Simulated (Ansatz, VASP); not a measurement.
# Te2Mo in VASP and in Ansatz

File INCAR:

```
PREC = Accurate
ENCUT = 520
EDIFF = 1E-7
ISMEAR = -1
SIGMA = 0.05
LREAL = F
LASPH = T
NELM = 60
ALGO = Normal
ISIF = 2
LWAVE = F
LCHARG = F
GGA = RE
NBANDS = 35
```

Contents of KPOINTS:

```
Automatic mesh
0
Gamma
  9 9 2
```

The input POSCAR:

```
Te2Mo
1.0
    3.5872018318      0.0000000000      0.0000000000
   -1.7936009159      3.1066079149      0.0000000000
    0.0000000000      0.0000000000     14.2476617354
Te Mo
4 2
Direct
    0.6666666667      0.3333333333      0.3790000000
    0.3333333333      0.6666666667      0.8790000000
    0.6666666667      0.3333333333      0.1210000000
    0.3333333333      0.6666666667      0.6210000000
    0.6666666667      0.3333333333      0.7500000000
    0.3333333333      0.6666666667      0.2500000000
```

The input input.yaml:

```yaml
crystal:
  lattice:
    - [3.5872018318, 0.0, 0.0]
    - [-1.7936009159, 3.1066079149, 0.0]
    - [0.0, 0.0, 14.2476617354]
  atoms:
    - { symbol: Te, position: [0.6666666667, 0.3333333333, 0.379] }
    - { symbol: Te, position: [0.3333333333, 0.6666666667, 0.879] }
    - { symbol: Te, position: [0.6666666667, 0.3333333333, 0.121] }
    - { symbol: Te, position: [0.3333333333, 0.6666666667, 0.621] }
    - { symbol: Mo, position: [0.6666666667, 0.3333333333, 0.75] }
    - { symbol: Mo, position: [0.3333333333, 0.6666666667, 0.25] }
hamiltonian:
  xc: revpbe
  pseudopotentials: { kind: paw }
kpoints:
  mp_grid: { grid: [9, 9, 2] }
scf:
  occupations: { method: fermi_dirac, width: 0.05 }
output:
  forces: true
  stress: true
  eigenvalues: true
  write_density: true
  write_potential: true
  elf: true
  volumetric_format: npy
```

Alike in both runs: task single point; functional revPBE; k mesh 9 × 9 × 2; occupations fermi-dirac, width 0.05 eV; no spin polarisation.

|  | VASP | Ansatz |
| --- | --- | --- |
| version | VASP 6.6.1 | Ansatz 0.2.0 |
| potentials or method | VASP PAW PBE potentials, release 64 (Te, Mo_sv) | Ansatz PAW |
| plane-wave cutoff (eV) | 520 | 420 |
| valence electrons in the cell | 52 | 92 |

|  | VASP | Ansatz | Ansatz less VASP |
| --- | --- | --- | --- |
| gap on the k mesh at the Fermi level (eV) | 0.82 | 0.83 | +0.004 |
| least direct gap on the mesh (eV) | 0.96 | 0.96 | 0.000 |
| pressure (GPa) | -1.2 | -1.2 | +0.03 |
| traceless stress, the component that is largest in VASP (GPa) | -0.31 | -0.35 | -0.042 |
| rms of the force components (eV/Å) | 0.240 | 0.243 | +0.0032 |

VASP's potentials were made for PBE, not for revPBE. Atom by atom the forces differ by 0.003 eV/Å (rms over components). VASP's potentials hold 52 valence electrons a cell and Ansatz's 92, so a difference there can come from the potentials and not from the codes.

Neither program's run includes spin-orbit coupling. Noted on Ansatz's run: odd divisions of the mesh miss points on the zone boundary, where band edges often lie, so the gap on the mesh can be too wide.
